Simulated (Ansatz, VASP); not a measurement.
## One calculation of B, two programs

Contents of INCAR:

```
  PREC = Accurate
  ENCUT = 600
  EDIFF = 1E-7
  ISMEAR = -1
  SIGMA = 0.05
  LREAL = False
  LASPH = True
  NELM = 80
  ALGO = Normal
  ISIF = 3
  LWAVE = False
  LCHARG = False
  GGA = B5
  ALDAX = 1.0
  AGGAX = 1.0
  AGGAC = 1.0
  ALDAC = 0.0
  IBRION = 2
  NSW = 60
  EDIFFG = -0.01
```

File KPOINTS:

```
regular mesh
0
Gamma
  11 11 16
```

Contents of POSCAR:

```
B
1.0
    2.3461100000      0.0000000000      0.0000000000
    0.0000000000      2.3461100000      0.0000000000
    0.0000000000      0.0000000000      1.5857900000
B
1
Direct
    0.5000000000      0.5000000000      0.5000000000
```

The input input.yaml:

```yaml
crystal:
  lattice:
    - [2.34611, 0.0, 0.0]
    - [0.0, 2.34611, 0.0]
    - [0.0, 0.0, 1.58579]
  atoms:
    - { symbol: B, position: [0.5, 0.5, 0.5] }
hamiltonian:
  xc: blyp
  pseudopotentials: { kind: paw }
kpoints:
  mp_grid: { grid: [11, 11, 16] }
scf:
  occupations: { method: fermi_dirac, width: 0.05 }
output:
  forces: true
  stress: true
  eigenvalues: true
relax:
  f_tol: 0.01
  max_steps: 40
  cell: { stress_tol: 0.05 }
```

Alike in both runs: task relaxation of cell and atoms; functional BLYP; k mesh 11 × 11 × 16; occupations fermi-dirac, width 0.05 eV; no spin polarisation.

|  | VASP | Ansatz |
| --- | --- | --- |
| version | VASP 6.6.1 | Ansatz 0.2.0 |
| potentials or method | VASP PAW PBE potentials, release 64 (B) | Ansatz PAW |
| plane-wave cutoff (eV) | 600 | 420 |
| valence electrons in the cell | 3 | 3 |

```csv
,VASP,Ansatz,Ansatz less VASP
"gap on the k mesh at the Fermi level, each at its own relaxed structure (eV)",none,none,-
relaxed volume (Å³/atom),10.14,10.11,-0.032
relaxed cell length with the largest relative difference (Å),2.540,2.534,-0.0054
```

VASP's potentials were made for PBE, not for BLYP. A gap of «none» marks a metal or a gap that the smearing closes.

Noted on VASP's run: the volume moved by over 15 % at a fixed basis, so the end points are rough. Noted on Ansatz's run: the volume moved by over 15 % at a fixed basis, so the end points are rough; the plane-wave basis is chosen anew once the cell has moved, so the energies of steps on either side of that aren't comparable.
